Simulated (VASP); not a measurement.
Write the native input for VASP 6.6.1 that does the following.

```yaml
Task: single point
Functional: PBEsol
Potentials_or_basis: VASP PAW PBE potentials, release 64 (Ta_pv, N)
Cutoff: 520 eV
k_mesh: 5 × 5 × 8
Occupations: fermi-dirac, width 0.1 eV
Spin: no spin polarisation
Dipole_correction: no
Further_INCAR_settings: ALGO = Normal; EDIFF = 1e-06; NBANDS = 33
```

The structure of TaN lies in POSCAR:

```
TaN
1.0
    5.2304115989      0.0000000000      0.0000000000
   -2.6152057994      4.5296693188      0.0000000000
    0.0000000000      0.0000000000      2.9302787075
Ta N
3 3
Direct
    0.3333333333      0.6666666667      0.5000000000
    0.6666666667      0.3333333333      0.5000000000
    0.0000000000      0.0000000000      0.0000000000
    0.3928500000      0.0000000000      0.0000000000
    0.6071500000      0.6071500000      0.0000000000
    0.0000000000      0.3928500000      0.0000000000
```

These files were run (other wordings do the same):

INCAR

```
SYSTEM = TaN
PREC = Accurate
ENCUT = 520
EDIFF = 1E-6
ISMEAR = -1
SIGMA = 0.1
LREAL = .False.
LASPH = .True.
NELM = 60
ALGO = Normal
ISIF = 2
LWAVE = .False.
LCHARG = .False.
GGA = PS
NBANDS = 33
```

KPOINTS

```
Automatic mesh
0
Gamma
  5 5 8
  0 0 0
```

Potentials or basis: VASP PAW PBE potentials, release 64 (Ta_pv, N).

Launch:

```console
$ cat potpaw_PBE.64/Ta_pv/POTCAR potpaw_PBE.64/N/POTCAR > POTCAR
$ mpirun -np 1 vasp_std > vasp.out
```

It gave:

```
Pressure               : -9.1 GPa
Largest force          : 0.086 eV/Å
Band gap on the k mesh : zero (band 24 reaches 9.82 eV, above the bottom of band 25 at 6.77 eV)
```

Caveat: the PAW data sets were made with another functional, which shifts forces and pressure a little; spin-orbit coupling is left out, which moves the levels of the heavy elements.

It took 25 s on 1 thread of Intel(R) Xeon(R) 6975P-C (Granite Rapids), with other jobs on the host, peak memory 0.21 GiB.
